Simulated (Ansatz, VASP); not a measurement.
## One calculation of TiAl3, two programs

```
CELL_PARAMETERS angstrom
2.78139 0.00000 0.00000
0.00000 4.67107 0.00000
0.00000 0.00000 4.89340
ATOMIC_POSITIONS crystal
Ti 0.00000 0.50000 0.16317
Al 0.50000 0.50000 0.66405
Al 0.50000 0.00000 0.33311
Al 0.02034 0.01211 0.83967
```

Alike in both runs: task single point; functional PBEsol; k mesh 18 × 10 × 10; occupations gaussian, width 0.15 eV; no spin polarisation.

|  | VASP | Ansatz |
| --- | --- | --- |
| version | VASP 6.6.1 | Ansatz 0.2.0 |
| potentials or method | VASP PAW PBE potentials, release 64 (Ti_sv, Al), cutoff 500 eV | scalar-relativistic, plane waves, PAW |
| valence electrons in the cell | 21 | 21 |

Ansatz gave:

```
gap on the k mesh at the Fermi level (eV)                     : none
pressure (GPa)                                                : 0.1
traceless stress, the component that is largest in VASP (GPa) : -0.30
rms of the force components (eV/Å)                            : 0.120
```

What did VASP give for the same quantities?

gap on the k mesh at the Fermi level (eV): none; pressure (GPa): 0.2; traceless stress, the component that is largest in VASP (GPa): -0.30; rms of the force components (eV/Å): 0.120.

VASP's potentials were made for PBE, not for PBEsol. Atom by atom the forces differ by 0.001 eV/Å (rms over components). A gap of «none» marks a metal or a gap that the smearing closes.
